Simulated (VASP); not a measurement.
Set up this calculation in VASP 6.6.1, as the native input.

```
Task                               : single point
Functional                         : HSE06
Potentials or basis                : VASP PAW PBE potentials, release 64 (W_sv)
Cutoff                             : 520 eV
k mesh                             : 6 × 6 × 6
Occupations                        : fermi-dirac, width 0.1 eV
Spin                               : no spin polarisation
Dipole correction                  : no
Grid for exact exchange (PRECFOCK) : Normal
Further INCAR settings             : ALGO = Normal; EDIFF = 1e-06; NBANDS = 13
Share of exact exchange            : 0.25
Screening parameter                : 0.2079 1/Å
```

W:

```
W
1.0
    -1.57436    1.57436    1.57436
     1.57436   -1.57436    1.57436
     1.57436    1.57436   -1.57436
W
1
Direct
  0.00000 0.00000 0.00000
```

The input as run:

POSCAR

```
W
1.0
   -1.5743620956      1.5743620956      1.5743620956
    1.5743620956     -1.5743620956      1.5743620956
    1.5743620956      1.5743620956     -1.5743620956
W
1
Direct
    0.0000000000      0.0000000000      0.0000000000
```

INCAR.step1

```
SYSTEM = W
PREC = Accurate ; ENCUT = 520
EDIFF = 1E-5 ; ISMEAR = -1
SIGMA = 0.1 ; LREAL = .False.
LASPH = .True. ; NELM = 60
ALGO = Normal ; ISIF = 2
LWAVE = .True. ; LCHARG = .False.
GGA = PE ; NBANDS = 13
```

INCAR.step2

```
SYSTEM = W
PREC = Accurate ; ENCUT = 520
EDIFF = 1E-6 ; ISMEAR = -1
SIGMA = 0.1 ; LREAL = .False.
LASPH = .True. ; NELM = 60
ALGO = Normal ; ISIF = 2
LWAVE = .False. ; LCHARG = .False.
GGA = PE ; LHFCALC = .True.
HFSCREEN = 0.2079 ; PRECFOCK = Normal
ISTART = 1 ; NBANDS = 13
```

KPOINTS

```
Automatic mesh
0
Gamma
  6 6 6
  0 0 0
```

Potentials or basis: VASP PAW PBE potentials, release 64 (W_sv).

The run is started by

```console
$ cat potpaw_PBE.64/W_sv/POTCAR > POTCAR
$ cp INCAR.step1 INCAR
$ mpirun -np 1 vasp_std > vasp.out
$ cp INCAR.step2 INCAR
$ mpirun -np 1 vasp_std > vasp.out
```

It gave:

```json
{
 "Pressure": "1.4 GPa",
 "Band gap on the k mesh": "zero (bands 7 and 8 overlap by 7.57 eV)"
}
```

Caveat: the k points lie up to 0.47 Å⁻¹ apart, too coarse for converged energies and pressures of a metal; the PAW data sets were made with another functional, which shifts forces and pressure a little; spin-orbit coupling is left out, which moves the levels of the heavy elements.

Wall time 5 min on 1 thread of Intel(R) Xeon(R) 6975P-C (Granite Rapids) (shared host), peak memory 0.23 GiB.
